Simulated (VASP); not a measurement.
# Pd (Im-3m) in VASP: further runs, part 2 of 2

VASP 6.6.1. The steps go on from the part before.

**6. Single point, revPBE (15.81 Å³/atom)**

Contents of INCAR:

```
ALGO     = Normal         # electronic algorithm
EDIFF    = 1E-6           # SCF threshold, eV
ENCUT    = 500            # plane-wave cutoff, eV
GGA      = RE             # functional
GGA_COMPAT= F            
ISIF     = 2              # what is computed and relaxed
ISMEAR   = -1             # smearing method
LASPH    = T              # aspherical terms in the spheres
LCHARG   = T              # write CHGCAR
LELF     = T              # ELF
LREAL    = F              # projectors in reciprocal space
LVHAR    = T            
LWAVE    = F              # write WAVECAR
NBANDS   = 11             # bands
NELM     = 120            # most SCF steps
PREC     = Accurate       # precision mode
SIGMA    = 0.1            # smearing width, eV
```

Contents of KPOINTS:

```
k-points
0
Gamma
  16 16 16
```

Contents of POSCAR:

```
Pd
1.0
   -1.5810518789      1.5810518789      1.5810518789
    1.5810518789     -1.5810518789      1.5810518789
    1.5810518789      1.5810518789     -1.5810518789
Pd
1
Direct
    0.0000000000      0.0000000000      0.0000000000
```

Potentials or basis: VASP PAW PBE potentials, release 64 (Pd).

Command:

```bash
$ cat potpaw_PBE.64/Pd/POTCAR > POTCAR
$ mpirun -np 1 vasp_std > vasp.out
```

OUTCAR:

```text
EDIFF = 1E-6
   ENCUT = 500
   GGA = RE
   ISIF = 2
   ISMEAR = -1
   LASPH = T
   LREAL = F
   NELM = 120
   PREC = Accurate

 ion  position               nearest neighbor table
   1  0.000  0.000  0.000-

  LATTYP: Found a body centered cubic cell.
 ALAT       =     3.1621037578

  Lattice vectors:

 A1 = (  -1.5810518789,   1.5810518789,   1.5810518789)
 A2 = (   1.5810518789,  -1.5810518789,   1.5810518789)
 A3 = (   1.5810518789,   1.5810518789,  -1.5810518789)

Analysis of symmetry for initial positions (statically):
=====================================================================
 Subroutine PRICEL returns:
 Original cell was already a primitive cell.

 Routine SETGRP: Setting up the symmetry group for a
 body centered cubic supercell.

 Subroutine GETGRP returns: Found 48 space group operations
 (whereof 48 operations were pure point group operations)
 out of a pool of 48 trial point group operations.

The static configuration has the point symmetry O_h .

Analysis of symmetry for dynamics (positions and initial velocities):
=====================================================================
 Subroutine PRICEL returns:
 Original cell was already a primitive cell.

 Routine SETGRP: Setting up the symmetry group for a
 body centered cubic supercell.

 Subroutine GETGRP returns: Found 48 space group operations
 (whereof 48 operations were pure point group operations)
 out of a pool of 48 trial point group operations.

The dynamic configuration has the point symmetry O_h .

 Subroutine INISYM returns: Found 48 space group operations
 (whereof 48 operations are pure point group operations),
 and found     1 'primitive' translations

----------------------------------------------------------------------------------------

[... 112 lines left out ...]
  Fermi-wavevector in a.u.,A,eV,Ry     =   1.405320  2.655671 26.870495  1.974926
  Thomas-Fermi vector in A             =   2.527793
   LORBIT       =      0    0 simple, 1 ext, 2 COOP (PROOUT), +10 PAW based schemes
   GGA     = RE    functional components
   LHFCALC =     F    Hartree Fock is set to
   AEXX    =    0.0000 exact exchange contribution
   IVDW    =     0    specifies the selected vdW correction
   LEPSILON=     F    determine dielectric tensor
   LRPA    =     F    only Hartree local field effects (RPA)
 non-spin polarized calculation
  energy-cutoff  :      500.00
  volume of cell :       15.81
 maximum number of plane-waves:       420
   NGX =  9   NGY =  9   NGZ =  9

 number of electron      10.0000001 magnetization

 Free energy of the ion-electron system (eV)
  ---------------------------------------------------
  ext. energy  EPLUGINS =         0.00000000
  ---------------------------------------------------
  free energy    TOTEN  =        -4.72607373 eV

  energy without entropy =       -4.68125363  energy(sigma->0) =       -4.70366368

 E-fermi :   8.7582     XC(G=0): -12.6691

 val. band max:        8.7461400256   @ k =  -0.3750   0.4375   0.1250
 cond. band min:       8.7692511965   @ k =   0.5000   0.5000   0.4375
 fundamental gap:      0.0231111709
 Fermi energy:         8.7582276969

 k-point     1 :       0.0000    0.0000    0.0000
  band No.  band energies     occupation
      1       2.1620      2.00000
      2       6.0923      2.00000
      3       6.0923      2.00000
      4       6.0923      2.00000
      5       7.8789      1.99970
      6       7.8789      1.99970
      7      27.9677      0.00000
      8      27.9677      0.00000
      9      27.9677      0.00000
     10      35.8078      0.00000
     11      35.8084      0.00000
[... 309 lines left out ...]
 k-point    24 :       0.2500    0.1875    0.0000
  band No.  band energies     occupation
      1       4.6807      2.00000
      2       5.4080      2.00000
      3       6.2578      2.00000
      4       7.5728      1.99999
      5       8.1825      1.99370
      6      10.2421      0.00000
      7      20.4474      0.00000
      8      22.0852      0.00000
      9      26.3599      0.00000
     10      30.7617      0.00000
     11      34.4548      0.00000

 [... further k-points ...]

------------------------ aborting loop because EDIFF is reached ----------------------------------------

  FORCE on cell =-STRESS in cart. coord.  units (eV):
  Direction    XX          YY          ZZ          XY          YZ          ZX
  --------------------------------------------------------------------------------------
  -------------------------------------------------------------------------------------
  Total       -0.0280028     -0.0280028     -0.0280028     -0.0000000      0.0000000     -0.0000000
  in kB       -2.8380128     -2.8380128     -2.8380128     -0.0000000      0.0000000     -0.0000000
  external PRESSURE =      -2.8380128 kB  Pullay stress =       0.0000000 kB

 VOLUME and BASIS-vectors are now :
 -----------------------------------------------------------------------------
  energy-cutoff  :      500.00
  volume of cell :       15.81
      direct lattice vectors                 reciprocal lattice vectors
    -1.581051879  1.581051879  1.581051879     0.000000000  0.316245157  0.316245157
     1.581051879 -1.581051879  1.581051879     0.316245157  0.000000000  0.316245157
     1.581051879  1.581051879 -1.581051879     0.316245157  0.316245157  0.000000000

 POSITION                                       TOTAL-FORCE (eV/Angst)
 -----------------------------------------------------------------------------------
      0.00000      0.00000      0.00000         0.000000      0.000000      0.000000
 -----------------------------------------------------------------------------------
    total drift:                               -0.000000     -0.000000      0.000000

  FREE ENERGIE OF THE ION-ELECTRON SYSTEM (eV)
  ---------------------------------------------------
  free  energy   TOTEN  =        -4.7260737344 eV

  energy  without entropy=       -4.6812536349  energy(sigma->0) =       -4.70366368
```

stdout:

```text
POSCAR found type information on POSCAR Pd
 POSCAR found :  1 types and       1 ions
 scaLAPACK will be used
 -----------------------------------------------------------------------------
|                                                                             |
|                                                                             |
|     You enforced a specific xc type in the INCAR file but a different       |
|     I HOPE YOU KNOW WHAT YOU ARE DOING!                                     |
|                                                                             |
 -----------------------------------------------------------------------------

 LDA part: xc-table for (Slater+PW92), standard interpolation
 POSCAR, INCAR and KPOINTS ok, starting setup
 FFT: planning ... GRIDC
 FFT: planning ... GRID_SOFT
 FFT: planning ... GRID
 WAVECAR not read
 entering main loop
```

It took 38 s on 1 thread of AMD EPYC 7R13, shared host; peak memory 0.11 GiB.

What came out:

```yaml
Free_energy: -4.7261 eV
Pressure: -0.3 GPa
Band_gap_on_the_k_mesh: zero (bands 5 and 6 overlap by 1.49 eV)
```

Levels at points of the mesh, in eV from the Fermi level:
```tsv
k point	band 2	band 3	band 4	band 5	band 6	band 7	band 8	band 9
(0.00, 0.00, 0.00)	-2.67	-2.67	-2.67	-0.88	-0.88	19.21	19.21	19.21
(0.50, 0.00, 0.00)	-3.74	-0.95	-0.67	0.52	1.54	7.41	14.97	17.23
(0.50, 0.50, 0.50)	-4.71	0.17	0.17	0.17	9.01	9.01	9.01	16.68
```

Caveat: the PAW data sets were made with another functional, which shifts forces and pressure a little.

**7. The runs side by side**

```csv
cell,k mesh,gap on the mesh (eV),pressure (GPa)
"a = 2.738 Å, angles 109.5°, 1 atom",14 × 14 × 14,none,-0.2
"a = 2.624 Å, angles 109.5°, 1 atom",16 × 16 × 16,none,26.4
"a = 2.663 Å, angles 109.5°, 1 atom",16 × 16 × 16,none,15.1
"a = 2.701 Å, angles 109.5°, 1 atom",16 × 16 × 16,none,6.4
"a = 2.738 Å, angles 109.5°, 1 atom",16 × 16 × 16,none,-0.3
```

Alike in all rows: task single point; level revPBE; potentials or basis VASP PAW PBE potentials, release 64 (Pd); no spin polarisation; cutoff (eV) 500; smearing fermi-dirac 0.1 eV.

Caveats: the PAW data sets were made with another functional, which shifts forces and pressure a little; the cell stands under pressure (at least some runs).

Total energies depend on the potentials used, so only differences within one code and one set of settings carry meaning.
